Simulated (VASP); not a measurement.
Input of a VASP 6.6.1 run:

Contents of INCAR:

```
SYSTEM = InSb
PREC = Accurate
ENCUT = 600
EDIFF = 1E-6
ISMEAR = 0
SIGMA = 0.1
LREAL = .FALSE.
LASPH = .TRUE.
NELM = 100
ALGO = Normal
ISIF = 3
LWAVE = .FALSE.
LCHARG = .FALSE.
GGA = PE
IBRION = 2
NSW = 90
EDIFFG = -0.04
```

File KPOINTS:

```
Automatic mesh
0
G
  6 6 6
  0 0 0
```

The input POSCAR:

```
InSb
1.0
    3.7623319600      0.0000000000      0.0000000000
   -1.8811659800      3.2582750600      0.0000000000
    0.0000000000      0.0000000000      3.6718496600
In Sb
1 1
Direct
    0.6666666700      0.3333333300      0.5000000000
    0.0000000000      0.0000000000      0.0000000000
```

Potentials or basis: VASP PAW PBE potentials, release 64 (In_d, Sb).

Command:

```bash
$ cat potpaw_PBE.64/In_d/POTCAR potpaw_PBE.64/Sb/POTCAR > POTCAR
$ mpirun -np 1 vasp_std > vasp.out
```

Question: Predict the relaxed volume.

Answer: 29.83 Å³/atom.

Question: Predict the band gap on the k mesh.

Answer: Zero (bands 9 and 10 overlap by 2.95 eV).

Question: Estimate the space group after relaxing (to 0.1 Å).

Answer: P-6m2 (No. 187).

Question: Estimate the relaxed cell.

Answer: a = 4.243 Å, b = 4.243 Å, c = 3.827 Å, α = 90.00°, β = 90.00°, γ = 120.00°.

Step by step:
| step | energy change (eV) | largest force (eV/Å) | pressure (GPa) | volume (Å³) |
| --- | --- | --- | --- | --- |
| 1 | 0.0000 | 0.0000 | 23.07 | 45.01 |
| 2 | -0.5413 | 0.0000 | -5.03 | 69.59 |
| 3 | -0.7534 | 0.0000 | 0.08 | 58.40 |
| 4 | -0.7533 | 0.0000 | -0.15 | 58.70 |
| 5 | -0.7613 | 0.0000 | -0.13 | 58.84 |
| 6 | -0.7907 | 0.0000 | 0.05 | 59.21 |
| 7 | -0.7724 | 0.0000 | 1.12 | 59.67 |
| 8 | -0.7948 | 0.0000 | 0.34 | 59.42 |
| 9 | -0.7957 | 0.0000 | 0.27 | 59.37 |
| 10 | -0.7958 | 0.0000 | 0.20 | 59.33 |
| 11 | -0.7959 | 0.0000 | 0.24 | 59.35 |
| 12 | -0.7959 | 0.0000 | -0.21 | 60.04 |
| 13 | -0.7961 | 0.0000 | 0.01 | 59.66 |

Caveat: the volume moved by over 15 % at a fixed basis, so the end points are rough; spin-orbit coupling is left out, which moves the levels of the heavy elements.
